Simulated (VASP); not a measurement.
# PbS: single point with PBE

The system is PbS.

```
Pb S
1.0
     0.00000    3.26174    3.26174
     3.26174    0.00000    3.26174
     3.26174    3.26174    0.00000
Pb S
1 1
Direct
  0.00000 0.00000 0.00000
  0.25000 0.25000 0.25000
```

This cell differs from its parent crystal: volume scaled by 0.945.

```yaml
Program: VASP 6.6.1
Task: single point
Functional: PBE
Potentials_or_basis: VASP PAW PBE potentials, release 64 (Pb_d, S)
Cutoff: 520 eV
k_mesh: 10 × 10 × 10
Occupations: gaussian, width 0.05 eV
Spin: no spin polarisation
```

The pressure is 2.2 GPa and the band gap on the k mesh is 0.75 eV, indirect (least direct gap 1.21 eV).

Levels at points of the mesh, in eV from the valence-band top:
```
           k point  band 6  band 7  band 8  band 9  band 10  band 11  band 12  band 13  band 14  band 15
(0.00, 0.00, 0.00)  -12.82   -5.83   -1.81   -1.81    -1.81     2.50     2.50     2.50     5.36     8.64
(0.50, 0.00, 0.00)  -12.03   -7.78   -2.34   -2.34    -1.96     3.23     3.23     3.70     7.10     8.70
(0.50, 0.50, 0.00)  -11.71   -8.19   -3.07   -3.07    -0.46     0.75     5.26     5.26     6.02     8.87
```

Wall time 25 s on 1 thread of Intel(R) Xeon(R) 6975P-C (Granite Rapids), with other jobs on the host, peak memory 0.22 GiB.

Caveat: spin-orbit coupling is left out, which moves the levels of the heavy elements. A k mesh can miss the band edges.
